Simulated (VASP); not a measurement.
# MgO (rocksalt type) (Fm-3m) in VASP: notebook

Runs on MgO (rocksalt type). Level: PBE. Tasks: single point.

Program: VASP 6.6.1. These are calculated values, not measurements. Logs are shortened: lines on timing, memory, paths and dates and some standing lists are left out, and cuts for length are marked.

## (1) The cell of the first run

The structure is cubic, space group Fm-3m (No. 225). The conventional cell has a = 3.627 Å, b = 3.627 Å, c = 3.627 Å, α = 90.00°, β = 90.00°, γ = 90.00°. Within 2.4 Å of Mg (site symmetry m-3m) lie 6 O at 1.81 Å. O (site symmetry m-3m) has 6 Mg at 1.81 Å within 2.4 Å.

## (2) Single point, PBE (volume scaled by 0.62, to set the pressure)

Contents of INCAR:

```
  PREC = Accurate
  ENCUT = 520
  EDIFF = 1E-6
  ISMEAR = -1
  SIGMA = 0.08
  LREAL = False
  LASPH = True
  NELM = 60
  ALGO = Normal
  ISIF = 2
  LWAVE = False
  LCHARG = True
  GGA = PE
  LELF = True
  LVHAR = True
  NBANDS = 11
```

Contents of KPOINTS:

```
regular mesh
0
Gamma
  18 18 18
```

Contents of POSCAR:

```
MgO
1.0
    0.0000000000      1.8136484872      1.8136484872
    1.8136484872      0.0000000000      1.8136484872
    1.8136484872      1.8136484872      0.0000000000
Mg O
1 1
Direct
    0.0000000000      0.0000000000      0.0000000000
    0.5000000000      0.5000000000      0.5000000000
```

Potentials or basis: VASP PAW PBE potentials, release 64 (Mg, O).

Started as:

```bash
$ cat potpaw_PBE.64/Mg/POTCAR potpaw_PBE.64/O/POTCAR > POTCAR
$ mpirun -np 1 vasp_std > vasp.out
```

OUTCAR:

```text
PREC = Accurate
   ENCUT = 520
   EDIFF = 1E-6
   ISMEAR = -1
   LREAL = False
   LASPH = True
   NELM = 60
   ISIF = 2
   GGA = PE

 ion  position               nearest neighbor table
   1  0.000  0.000  0.000-   2 1.81   2 1.81   2 1.81   2 1.81   2 1.81   2 1.81
   2  0.500  0.500  0.500-   1 1.81   1 1.81   1 1.81   1 1.81   1 1.81   1 1.81

  LATTYP: Found a face centered cubic cell.
 ALAT       =     3.6272969744

  Lattice vectors:

 A1 = (   0.0000000000,   1.8136484872,   1.8136484872)
 A2 = (   1.8136484872,   0.0000000000,   1.8136484872)
 A3 = (   1.8136484872,   1.8136484872,   0.0000000000)

Analysis of symmetry for initial positions (statically):
=====================================================================
 Subroutine PRICEL returns:
 Original cell was already a primitive cell.

 Routine SETGRP: Setting up the symmetry group for a
 face centered cubic supercell.

 Subroutine GETGRP returns: Found 48 space group operations
 (whereof 48 operations were pure point group operations)
 out of a pool of 48 trial point group operations.

The static configuration has the point symmetry O_h .

Analysis of symmetry for dynamics (positions and initial velocities):
=====================================================================
 Subroutine PRICEL returns:
 Original cell was already a primitive cell.

 Routine SETGRP: Setting up the symmetry group for a
 face centered cubic supercell.

 Subroutine GETGRP returns: Found 48 space group operations
 (whereof 48 operations were pure point group operations)
 out of a pool of 48 trial point group operations.

The dynamic configuration has the point symmetry O_h .

 Subroutine INISYM returns: Found 48 space group operations
 (whereof 48 operations are pure point group operations),
 and found     1 'primitive' translations

----------------------------------------------------------------------------------------

                                     Primitive cell

  volume of cell :      11.9313

  direct lattice vectors                    reciprocal lattice vectors
     0.000000000  1.813648487  1.813648487    -0.275687380  0.275687380  0.275687380
     1.813648487  0.000000000  1.813648487     0.275687380 -0.275687380  0.275687380
     1.813648487  1.813648487  0.000000000     0.275687380  0.275687380 -0.275687380

  length of vectors
     2.564886288  2.564886288  2.564886288     0.477504549  0.477504549  0.477504549

  position of ions in fractional coordinates (direct lattice)
     0.000000000  0.000000000  0.000000000
     0.500000000  0.500000000  0.500000000

  ion indices of the primitive-cell ions
   primitive index   ion index
                 1           1
                 2           2

----------------------------------------------------------------------------------------

 KPOINTS: regular mesh

Automatic generation of k-mesh.
 Grid dimensions read from file:
 generate k-points for:   18   18   18

 Generating k-lattice:

  Cartesian coordinates                     Fractional coordinates (reciprocal lattice)
    -0.015315966  0.015315966  0.015315966     0.055555556  0.000000000  0.000000000
     0.015315966 -0.015315966  0.015315966     0.000000000  0.055555556  0.000000000
     0.015315966  0.015315966 -0.015315966     0.000000000  0.000000000  0.055555556

  Length of vectors
     0.026528031  0.026528031  0.026528031

  Shift w.r.t. Gamma in fractional coordinates (k-lattice)
     0.000000000  0.000000000  0.000000000

 Subroutine IBZKPT returns following result:
 ===========================================

 Found    195 irreducible k-points:

 Following reciprocal coordinates:
            Coordinates               Weight
  0.000000  0.000000  0.000000      1.000000
  0.055556  0.000000  0.000000      8.000000
  0.111111  0.000000  0.000000      8.000000
  0.166667  0.000000  0.000000      8.000000
  0.222222  0.000000  0.000000      8.000000
  0.277778  0.000000  0.000000      8.000000
[... 16 lines left out ...]
 -0.277778  0.055556  0.000000     24.000000
 -0.222222  0.055556  0.000000     24.000000
 [... further k-points ...]
   k-points           NKPTS =    195   k-points in BZ     NKDIM =    195   number of bands    NBANDS=     11
   number of dos      NEDOS =    301   number of ions     NIONS =      2
   total plane-waves  NPLWV =   8000
   dimension x,y,z NGX =    20 NGY =   20 NGZ =   20
   dimension x,y,z NGXF=    40 NGYF=   40 NGZF=   40
   ions per type =               1   1
   NGX,Y,Z   is equivalent  to a cutoff of  12.96, 12.96, 12.96 a.u.
   NGXF,Y,Z  is equivalent  to a cutoff of  25.93, 25.93, 25.93 a.u.
 SYSTEM =  unknown system
   PREC   = accura    normal or accurate (medium, high low for compatibility)
   ISTART =      0    job   : 0-new  1-cont  2-samecut
   ICHARG =      2    charge: 1-file 2-atom 10-const
   ISPIN  =      1    spin polarized calculation?
   LNONCOLLINEAR =      F non collinear calculations
   LSORBIT =      F    spin-orbit coupling
   LASPH  =      T    aspherical Exc in radial PAW
   ENCUT  =  520.0 eV  38.22 Ry    6.18 a.u.   4.77  4.77  4.77*2*pi/ulx,y,z
   NELM   =     60;   NELMIN=  2; NELMDL= -5     # of ELM steps
   EDIFF  = 0.1E-05   stopping-criterion for ELM
   LREAL  =      F    real-space projection
   EDIFFG = 0.1E-04   stopping-criterion for IOM
   NSW    =      0    number of steps for IOM
   IBRION =     -1    ionic relax: 0-MD 1-quasi-New 2-CG
   NFREE  =      0    steps in history (QN), initial steepest desc. (CG)
   ISIF   =      2    stress and relaxation
   ISYM   =      2    0-nonsym 1-usesym 2-fastsym
   POTIM  = 0.5000    time-step for ionic-motion
   TEBEG  =    0.0;   TEEND  =   0.0 temperature during run
   PSTRESS=    0.0 pullay stress
   NELECT =       8.0000    total number of electrons
   NUPDOWN=      -1.0000    fix difference up-down
   EMIN   =  10.00;   EMAX   =-10.00  energy-range for DOS
   EFERMI =   0.00;   METHOD = LEGACY
   ISMEAR =    -1;   SIGMA  =   0.08  broadening in eV -4-tet -1-fermi 0-gaus
   EFERMI_NEDOS =   21; number of points for ismear=-14 and -15
   IALGO  =     38    algorithm
   IMIX   =      4    mixing-type and parameters
     AMIX     =   0.40;   BMIX     =  1.00
     AMIX_MAG =   1.60;   BMIX_MAG =  1.00
  volume/ion in A,a.u.               =       5.97        40.26
  Fermi-wavevector in a.u.,A,eV,Ry     =   1.432875  2.707742 27.934549  2.053131
  Thomas-Fermi vector in A             =   2.552455
   LORBIT       =      0    0 simple, 1 ext, 2 COOP (PROOUT), +10 PAW based schemes
   GGA     = PE    functional components
   LHFCALC =     F    Hartree Fock is set to
   AEXX    =    0.0000 exact exchange contribution
   IVDW    =     0    specifies the selected vdW correction
   LEPSILON=     F    determine dielectric tensor
   LRPA    =     F    only Hartree local field effects (RPA)
 non-spin polarized calculation
  energy-cutoff  :      520.00
  volume of cell :       11.93
 maximum number of plane-waves:       332
   NGX =  9   NGY =  9   NGZ =  9

 number of electron       7.9999995 magnetization

 Free energy of the ion-electron system (eV)
  ---------------------------------------------------
  ext. energy  EPLUGINS =         0.00000000
  ---------------------------------------------------
  free energy    TOTEN  =        -9.01285199 eV

  energy without entropy =       -9.01285199  energy(sigma->0) =       -9.01285199

 E-fermi :   9.0890     XC(G=0): -13.4076

 val. band max:        7.5194197423   @ k =   0.0000   0.0000   0.0000
 cond. band min:      16.6851884643   @ k =   0.5000   0.5000   0.0000
 fundamental gap:      9.1657687220
 Fermi energy:         9.0890103444

 k-point     1 :       0.0000    0.0000    0.0000
  band No.  band energies     occupation
      1     -12.7033      2.00000
      2       7.5194      2.00000
      3       7.5194      2.00000
      4       7.5194      2.00000
      5      17.9998      0.00000
      6      25.7129      0.00000
      7      25.7129      0.00000
      8      25.7129      0.00000
      9      31.0046      0.00000
     10      33.4205      0.00000
     11      33.4205      0.00000

 k-point     2 :       0.0556    0.0000    0.0000
  band No.  band energies     occupation
      1     -12.6382      2.00000
      2       7.2645      2.00000
      3       7.4718      2.00000
      4       7.4718      2.00000
      5      18.1892      0.00000
      6      25.1403      0.00000
      7      25.8484      0.00000
      8      25.8484      0.00000
      9      31.9138      0.00000
     10      33.3500      0.00000
     11      33.3500      0.00000

 k-point     3 :       0.1111    0.0000    0.0000
  band No.  band energies     occupation
      1     -12.4461      2.00000
      2       6.5668      2.00000
      3       7.3370      2.00000
      4       7.3370      2.00000
      5      18.6657      0.00000
      6      24.1143      0.00000
      7      26.2365      0.00000
      8      26.2365      0.00000
      9      33.1860      0.00000
     10      33.1860      0.00000
     11      33.9245      0.00000

 k-point     4 :       0.1667    0.0000    0.0000
  band No.  band energies     occupation
      1     -12.1378      2.00000
      2       5.5730      2.00000
      3       7.1369      2.00000
      4       7.1369      2.00000
      5      19.1847      0.00000
      6      23.3455      0.00000
      7      26.8202      0.00000
      8      26.8202      0.00000
      9      33.0416      0.00000
     10      33.0416      0.00000
     11      36.1903      0.00000
[... 239 lines left out ...]
 k-point    22 :      -0.3333    0.0556    0.0000
  band No.  band energies     occupation
      1     -10.5781      2.00000
      2       1.8948      2.00000
      3       6.1851      2.00000
      4       6.3902      2.00000
      5      19.1524      0.00000
      6      24.3838      0.00000
      7      28.6536      0.00000
      8      28.7700      0.00000
      9      33.6277      0.00000
     10      34.8858      0.00000
     11      37.8922      0.00000

 k-point    23 :      -0.2778    0.0556    0.0000
  band No.  band energies     occupation
      1     -11.0569      2.00000
      2       2.8998      2.00000
      3       6.3884      2.00000
      4       6.6002      2.00000
      5      19.4106      0.00000
      6      23.6240      0.00000
      7      28.3464      0.00000
      8      28.4258      0.00000
      9      32.8447      0.00000
     10      34.1356      0.00000
     11      38.2930      0.00000

 k-point    24 :      -0.2222    0.0556    0.0000
  band No.  band energies     occupation
      1     -11.5351      2.00000
      2       4.0161      2.00000
      3       6.6321      2.00000
      4       6.8366      2.00000
      5      19.6024      0.00000
      6      23.0145      0.00000
      7      27.7126      0.00000
      8      27.9991      0.00000
      9      32.4937      0.00000
     10      33.6405      0.00000
     11      38.3547      0.00000

 [... further k-points ...]
[... 5 lines left out ...]
  --------------------------------------------------------------------------------------
  -------------------------------------------------------------------------------------
  Total       14.4139000     14.4139000     14.4139000      0.0000000      0.0000000     -0.0000000
  in kB     1935.5426101   1935.5426101   1935.5426101      0.0000000      0.0000000     -0.0000000
  external PRESSURE =    1935.5426101 kB  Pullay stress =       0.0000000 kB

 VOLUME and BASIS-vectors are now :
 -----------------------------------------------------------------------------
  energy-cutoff  :      520.00
  volume of cell :       11.93
      direct lattice vectors                 reciprocal lattice vectors
     0.000000000  1.813648487  1.813648487    -0.275687380  0.275687380  0.275687380
     1.813648487  0.000000000  1.813648487     0.275687380 -0.275687380  0.275687380
     1.813648487  1.813648487  0.000000000     0.275687380  0.275687380 -0.275687380

 POSITION                                       TOTAL-FORCE (eV/Angst)
 -----------------------------------------------------------------------------------
      0.00000      0.00000      0.00000        -0.000000      0.000000      0.000000
      1.81365      1.81365      1.81365         0.000000     -0.000000     -0.000000
 -----------------------------------------------------------------------------------
    total drift:                                0.000000      0.000000      0.000000

  FREE ENERGIE OF THE ION-ELECTRON SYSTEM (eV)
  ---------------------------------------------------
  free  energy   TOTEN  =        -9.0128519947 eV

  energy  without entropy=       -9.0128519947  energy(sigma->0) =       -9.01285199
```

Run time: 14 s. Hardware: 1 thread of Intel Xeon 6975P-C, shared host; peak memory 0.15 GiB.

What came out:

```yaml
Free_energy: -9.0129 eV
Pressure: 193.6 GPa
Band_gap_on_the_k_mesh: 9.17 eV, indirect (least direct gap 10.48 eV)
```

Caveat: the cell differs from its parent crystal (volume scaled by 0.62, to set the pressure). A k mesh can miss the band edges.

(Part 1 of 2 ends here.)
